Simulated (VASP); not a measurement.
# CoO: single point with PBE+D3(BJ)

Crystal: CoO.

```
CELL_PARAMETERS angstrom
0.00000 2.12733 2.12733
2.12733 0.00000 2.12733
2.12733 2.12733 0.00000
ATOMIC_POSITIONS crystal
Co 0.00000 0.00000 0.00000
O 0.50000 0.50000 0.50000
```

```json
{
  "Program": "VASP 6.6.1",
  "Task": "single point",
  "Functional": "PBE",
  "Dispersion": "D3(BJ)",
  "Potentials or basis": "VASP PAW PBE potentials, release 64 (Co, O)",
  "Cutoff": "520 eV",
  "k mesh": "11 × 11 × 11",
  "Occupations": "fermi-dirac, width 0.05 eV",
  "Spin": "collinear spin, ferromagnetic start",
  "Starting moments": "[2.0, 0.0] μB",
  "Dipole correction": "no",
  "Further INCAR settings": "ALGO = Normal; EDIFF = 1e-06; NBANDS = 18"
}
```

The pressure is -0.5 GPa. The net moment is 2.89 μB per cell and the site moments are Co +2.54; O +0.29 μB. The valence electrons inside the program's atomic spheres are Co 7.80; O 4.98. The dispersion energy per atom is -0.259 eV.

Levels at points of the mesh, in eV from the Fermi level:
Spin up:
| k point | band 6 | band 7 | band 8 | band 9 | band 10 | band 11 | band 12 | band 13 |
| --- | --- | --- | --- | --- | --- | --- | --- | --- |
| (0.00, 0.00, 0.00) | -3.13 | -3.05 | -3.05 | -3.05 | 1.03 | 16.88 | 18.17 | 18.17 |
Spin down:
| k point | band 4 | band 5 | band 6 | band 7 | band 8 | band 9 |
| --- | --- | --- | --- | --- | --- | --- |
| (0.00, 0.00, 0.00) | -2.58 | -1.10 | -1.10 | -1.10 | 0.06 | 0.06 |

It took 30 s on 1 thread of Intel(R) Xeon(R) Platinum 8259CL CPU @ 2.50GHz (Skylake/Cascade Lake), on a shared host, peak memory 0.18 GiB.

Caveat: a cell with one magnetic atom can't hold antiferromagnetic order, which such compounds often take; semilocal functionals often make such compounds metallic where correlation or magnetic order opens a gap, which also shifts bond lengths; pairwise dispersion overbinds metals, which lowers pressure and volume. With open d or f shells a metallic result of PBE can be an artefact of self-interaction; +U or a hybrid may open a gap.
